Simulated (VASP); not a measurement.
# PbF2 (Pnma) in VASP: a series of runs, part 2 of 2

VASP 6.6.1.

**3. Relaxation of shape and atoms at fixed volume, PBE (14.92 Å³/atom)**

This run uses another cell than the first one, of 14.92 Å³/atom.

INCAR reads:

```
PREC     = Accurate       # precision mode
ENCUT    = 600            # plane-wave cutoff, eV
EDIFF    = 1E-7           # SCF threshold, eV
ISMEAR   = 0              # smearing method
SIGMA    = 0.05           # smearing width, eV
LREAL    = F              # projectors in reciprocal space
LASPH    = T              # aspherical terms in the spheres
NELM     = 120            # most SCF steps
ALGO     = Normal         # electronic algorithm
ISIF     = 4              # what is computed and relaxed
LWAVE    = F              # write WAVECAR
LCHARG   = F              # write CHGCAR
GGA      = PE             # functional
IBRION   = 2              # ionic algorithm
NSW      = 60             # ionic steps
EDIFFG   = -0.01          # ionic threshold
GGA_COMPAT= F            
NELMIN   = 4            
KPAR     = 4
```

KPOINTS reads:

```
regular mesh
0
Gamma
  4 6 4
```

POSCAR reads:

```
PbF2
1.0
    6.2777814356      0.0000000000      0.0000000000
    0.0000000000      3.8016935226      0.0000000000
    0.0000000000      0.0000000000      7.5020670285
Pb F
4 8
Direct
    0.7450935371      0.7500000000      0.1089512707
    0.2549064629      0.2500000000      0.8910487293
    0.7549064629      0.2500000000      0.6089512707
    0.2450935371      0.7500000000      0.3910487293
    0.1407982284      0.7500000000      0.0654181262
    0.8592017716      0.2500000000      0.9345818738
    0.3592017716      0.2500000000      0.5654181262
    0.6407982284      0.7500000000      0.4345818738
    0.5294348713      0.7500000000      0.8397880890
    0.4705651287      0.2500000000      0.1602119110
    0.9705651287      0.2500000000      0.3397880890
    0.0294348713      0.7500000000      0.6602119110
```

Potentials or basis: VASP PAW PBE potentials, release 64 (Pb_d, F).

On the command line:

```bash
$ cat potpaw_PBE.64/Pb_d/POTCAR potpaw_PBE.64/F/POTCAR > POTCAR
$ mpirun -np 4 vasp_std > vasp.out
```

Wall time 10 min (4 MPI ranks of AMD EPYC 9R45 (Zen 5), shared host); peak memory 0.54 GiB.

The run converged. Its results:

```yaml
Free_energy: -56.6325 eV
Energy_gained_by_relaxing: 2.6 meV/atom
Ionic_steps: 11
Pressure_after_relaxing: 7.5 GPa
Largest_force_after_relaxing: 0.010 eV/Å
Band_gap_on_the_k_mesh: 4.13 eV (least direct gap 4.37 eV)
```

Forces in eV/Å, atoms in the order of the input:
```
Pb  -0.010  0.000  0.000
Pb   0.010  0.000  0.000
Pb   0.010  0.000  0.000
Pb  -0.010  0.000  0.000
F    0.002  0.000 -0.003
F   -0.002  0.000  0.003
F   -0.002  0.000 -0.003
F    0.002  0.000  0.003
F    0.005  0.000  0.002
F   -0.005  0.000 -0.002
F   -0.005  0.000  0.002
F    0.005  0.000 -0.002
```

Stress tensor (GPa, compression positive):
```
7.57 0.00 0.00
0.00 7.53 0.00
0.00 0.00 7.47
```

The path:
| step | energy change (eV) | largest force (eV/Å) | pressure (GPa) | volume (Å³) |
| --- | --- | --- | --- | --- |
| 1 | 0.0000 | 0.1800 | 8.67 | 179.05 |
| 2 | -0.0092 | 0.1264 | 8.48 | 179.05 |
| 3 | -0.0210 | 0.0735 | 8.00 | 179.05 |
| 4 | -0.0210 | 0.0752 | 7.96 | 179.05 |
| 5 | -0.0249 | 0.0585 | 7.86 | 179.05 |
| 6 | -0.0268 | 0.0529 | 7.67 | 179.05 |
| 7 | -0.0274 | 0.0504 | 7.72 | 179.05 |
| 8 | -0.0291 | 0.0334 | 7.65 | 179.05 |
| 9 | -0.0303 | 0.0276 | 7.55 | 179.05 |
| 10 | -0.0309 | 0.0101 | 7.53 | 179.05 |
| 11 | -0.0310 | 0.0095 | 7.52 | 179.05 |

Final structure:
```
Pb F
1.0
     6.23283    0.00000    0.00000
     0.00000    3.80431    0.00000
     0.00000    0.00000    7.55097
Pb F
4 8
Direct
  0.74571 0.75000 0.11452
  0.25429 0.25000 0.88548
  0.75429 0.25000 0.61452
  0.24571 0.75000 0.38548
  0.14199 0.75000 0.06379
  0.85801 0.25000 0.93621
  0.35801 0.25000 0.56379
  0.64199 0.75000 0.43621
  0.53544 0.75000 0.83200
  0.46456 0.25000 0.16800
  0.96456 0.25000 0.33200
  0.03544 0.75000 0.66800
```

Levels at points of the mesh, in eV from the valence-band top:
| k point | band 52 | band 53 | band 54 | band 55 | band 56 | band 57 | band 58 | band 59 | band 60 | band 61 |
| --- | --- | --- | --- | --- | --- | --- | --- | --- | --- | --- |
| (0.00, 0.00, 0.00) | -2.19 | -2.05 | -0.40 | -0.30 | -0.25 | 4.13 | 5.10 | 5.44 | 5.93 | 7.06 |
| (0.50, 0.00, 0.00) | -2.05 | -1.05 | -1.05 | -0.29 | -0.29 | 4.35 | 4.35 | 5.46 | 5.46 | 7.16 |
| (0.00, 0.50, 0.00) | -2.01 | -0.92 | -0.92 | -0.08 | -0.08 | 4.84 | 4.84 | 5.75 | 5.75 | 6.43 |
| (0.50, 0.50, 0.00) | -2.04 | -0.56 | -0.56 | -0.56 | -0.56 | 4.92 | 4.92 | 4.92 | 4.92 | 6.82 |
| (0.00, 0.00, 0.50) | -2.11 | -1.28 | -1.28 | -0.18 | -0.18 | 4.69 | 4.69 | 6.22 | 6.22 | 6.37 |
| (0.50, 0.00, 0.50) | -2.07 | -0.71 | -0.71 | -0.58 | -0.58 | 4.78 | 4.78 | 4.84 | 4.84 | 7.42 |
| (0.00, 0.50, 0.50) | -1.99 | -0.62 | -0.62 | -0.12 | -0.12 | 4.43 | 4.43 | 6.20 | 6.20 | 6.23 |
| (0.50, 0.50, 0.50) | -2.04 | -0.48 | -0.48 | -0.48 | -0.48 | 4.84 | 4.84 | 4.84 | 4.84 | 6.92 |

Caveat: spin-orbit coupling is left out, which moves the levels of the heavy elements.

**4. Single point, PBE**

This run uses another cell than the first one, of 16.96 Å³/atom.

INCAR reads:

```
PREC     = Accurate       # precision mode
ENCUT    = 600            # plane-wave cutoff, eV
EDIFF    = 1E-6           # SCF threshold, eV
ISMEAR   = 0              # smearing method
SIGMA    = 0.05           # smearing width, eV
LREAL    = False          # projectors in reciprocal space
LASPH    = True           # aspherical terms in the spheres
NELM     = 120            # most SCF steps
ALGO     = Normal         # electronic algorithm
ISIF     = 2              # what is computed and relaxed
LWAVE    = False          # write WAVECAR
LCHARG   = False          # write CHGCAR
GGA      = PE             # functional
NBANDS   = 68             # bands
GGA_COMPAT= False
```

KPOINTS is that of step 3.

POSCAR reads:

```
PbF2
1.0
    6.5778652676      0.0000000000      0.0000000000
    0.0000000000      3.9504533233      0.0000000000
    0.0000000000      0.0000000000      7.8297816999
Pb F
4 8
Direct
    0.7423393933      0.7500000000      0.0964590177
    0.2576606067      0.2500000000      0.9035409823
    0.7576606067      0.2500000000      0.5964590177
    0.2423393933      0.7500000000      0.4035409823
    0.1415830493      0.7500000000      0.0714960959
    0.8584169507      0.2500000000      0.9285039041
    0.3584169507      0.2500000000      0.5714960959
    0.6415830493      0.7500000000      0.4285039041
    0.5159388872      0.7500000000      0.8536320534
    0.4840611128      0.2500000000      0.1463679466
    0.9840611128      0.2500000000      0.3536320534
    0.0159388872      0.7500000000      0.6463679466
```

On the command line:

```bash
$ cat potpaw_PBE.64/Pb_d/POTCAR potpaw_PBE.64/F/POTCAR > POTCAR
$ mpirun -np 1 vasp_std > vasp.out
```

Run time: 6.3 min. Hardware: 1 thread of Intel Xeon Platinum 8559C (Emerald Rapids), shared host; peak memory 0.58 GiB.

It converged, with:

- Free energy: -57.1435 eV
- Pressure: -0.2 GPa
- Largest force: 0.017 eV/Å
- Band gap on the k mesh: 4.42 eV (least direct gap 4.59 eV)

Forces on the atoms (eV/Å):
```
Pb   0.008  0.000  0.015
Pb  -0.008  0.000 -0.015
Pb  -0.008  0.000  0.015
Pb   0.008  0.000 -0.015
F    0.000  0.000  0.007
F    0.000  0.000 -0.007
F    0.000  0.000  0.007
F    0.000  0.000 -0.007
F   -0.004  0.000 -0.009
F    0.004  0.000  0.009
F    0.004  0.000 -0.009
F   -0.004  0.000  0.009
```

Levels at points of the mesh, in eV from the valence-band top:
| k point | band 54 | band 55 | band 56 | band 57 | band 58 | band 59 |
| --- | --- | --- | --- | --- | --- | --- |
| (0.00, 0.00, 0.00) | -0.42 | -0.29 | -0.16 | 4.42 | 4.71 | 5.59 |
| (0.50, 0.00, 0.00) | -0.85 | -0.24 | -0.24 | 4.43 | 4.43 | 5.43 |
| (0.00, 0.50, 0.00) | -0.51 | -0.14 | -0.14 | 4.92 | 4.92 | 5.55 |
| (0.50, 0.50, 0.00) | -0.42 | -0.42 | -0.42 | 4.92 | 4.92 | 4.92 |
| (0.00, 0.00, 0.50) | -1.08 | -0.18 | -0.18 | 5.06 | 5.06 | 5.67 |
| (0.50, 0.00, 0.50) | -0.57 | -0.52 | -0.52 | 4.73 | 4.73 | 5.02 |
| (0.00, 0.50, 0.50) | -0.34 | -0.22 | -0.22 | 4.49 | 4.49 | 5.92 |
| (0.50, 0.50, 0.50) | -0.40 | -0.40 | -0.40 | 4.80 | 4.80 | 4.80 |

Caveat: spin-orbit coupling is left out, which moves the levels of the heavy elements. A k mesh can miss the band edges.

**5. Single point, PBE (13.56 Å³/atom)**

This run uses another cell than the first one, of 13.56 Å³/atom.

INCAR reads:

```
SYSTEM = PbF2
  ALGO = Normal
  EDIFF = 1E-6
  ENCUT = 600
  GGA = PE
  GGA_COMPAT = .FALSE.
  ISIF = 2
  ISMEAR = 0
  LASPH = .TRUE.
  LCHARG = .FALSE.
  LREAL = .FALSE.
  LWAVE = .FALSE.
  NBANDS = 68
  NELM = 120
  PREC = Accurate
  SIGMA = 0.05
```

KPOINTS reads:

```
k-points
0
G
  4 6 4
  0 0 0
```

POSCAR reads:

```
PbF2
1.0
    5.7973446008      0.0000000000      0.0000000000
    0.0000000000      3.7636892335      0.0000000000
    0.0000000000      0.0000000000      7.4598256349
Pb F
4 8
Direct
    0.7384709623      0.7500000000      0.1158595948
    0.2615290377      0.2500000000      0.8841404052
    0.7615290377      0.2500000000      0.6158595948
    0.2384709623      0.7500000000      0.3841404052
    0.1506038646      0.7500000000      0.0628507296
    0.8493961354      0.2500000000      0.9371492704
    0.3493961354      0.2500000000      0.5628507296
    0.6506038646      0.7500000000      0.4371492704
    0.5484933103      0.7500000000      0.8091464646
    0.4515066897      0.2500000000      0.1908535354
    0.9515066897      0.2500000000      0.3091464646
    0.0484933103      0.7500000000      0.6908535354
```

On the command line:

```bash
$ cat potpaw_PBE.64/Pb_d/POTCAR potpaw_PBE.64/F/POTCAR > POTCAR
$ mpirun -np 1 vasp_std > vasp.out
```

It took 5 min on 1 thread of Intel Xeon Platinum 8488C (Sapphire Rapids), shared host; peak memory 0.5 GiB.

The run converged. Its results:

| Quantity | Value |
| --- | --- |
| Free energy | -55.3560 eV |
| Pressure | 17.2 GPa |
| Largest force | 0.008 eV/Å |
| Band gap on the k mesh | 4.02 eV (least direct gap 4.12 eV) |

Forces on the atoms (eV/Å):
```
Pb  -0.001  0.000  0.008
Pb   0.001  0.000 -0.008
Pb   0.001  0.000  0.008
Pb  -0.001  0.000 -0.008
F    0.000  0.000  0.008
F    0.000  0.000 -0.008
F    0.000  0.000  0.008
F    0.000  0.000 -0.008
F    0.003  0.000 -0.002
F   -0.003  0.000  0.002
F   -0.003  0.000 -0.002
F    0.003  0.000  0.002
```

Stress tensor (GPa, compression positive):
```
17.12  0.00  0.00
 0.00 17.22  0.00
 0.00  0.00 17.12
```

Levels at points of the mesh, in eV from the valence-band top:
```tsv
k point	band 53	band 54	band 55	band 56	band 57	band 58	band 59	band 60
(0.00, 0.00, 0.00)	-2.31	-0.65	-0.37	-0.10	4.02	5.30	5.33	6.58
(0.50, 0.00, 0.00)	-1.18	-1.18	-0.29	-0.29	4.09	4.09	5.55	5.55
(0.00, 0.50, 0.00)	-1.20	-1.20	0.00	0.00	5.05	5.05	6.09	6.09
(0.50, 0.50, 0.00)	-0.56	-0.56	-0.56	-0.56	4.89	4.89	4.89	4.89
(0.00, 0.00, 0.50)	-1.41	-1.41	-0.20	-0.20	4.51	4.51	6.42	6.42
(0.50, 0.00, 0.50)	-0.85	-0.85	-0.56	-0.56	4.57	4.57	4.72	4.72
(0.00, 0.50, 0.50)	-0.81	-0.81	-0.01	-0.01	4.60	4.60	6.23	6.23
(0.50, 0.50, 0.50)	-0.45	-0.45	-0.45	-0.45	4.80	4.80	4.80	4.80
```

Caveat: the cell stands under pressure; spin-orbit coupling is left out, which moves the levels of the heavy elements. A k mesh can miss the band edges.

**6. Overview**

```csv
task,cell,gap on the mesh (eV),pressure (GPa),largest force (eV/Å)
relaxation of shape and atoms at fixed volume,"relaxed from a = 6.489, b = 3.897, c = 7.724 Å, 12 atoms, atomic positions A",4.35,1.5,0.01
relaxation of shape and atoms at fixed volume,"relaxed from a = 6.278, b = 3.802, c = 7.502 Å, 12 atoms, atomic positions B",4.13,7.5,0.01
single point,"a = 6.578, b = 3.950, c = 7.830 Å, 12 atoms, atomic positions A",4.42,-0.2,0.02
single point,"a = 5.797, b = 3.764, c = 7.460 Å, 12 atoms, atomic positions C",4.02,17.2,0.01
```

Alike in all rows: level PBE; potentials or basis VASP PAW PBE potentials, release 64 (Pb_d, F); no spin polarisation; k mesh 4 × 6 × 4; cutoff (eV) 600; smearing gaussian 0.05 eV.

Caveats: spin-orbit coupling is left out, which moves the levels of the heavy elements; the cell stands under pressure (at least some runs).

Total energies depend on the potentials used, so only differences within one code and one set of settings carry meaning.
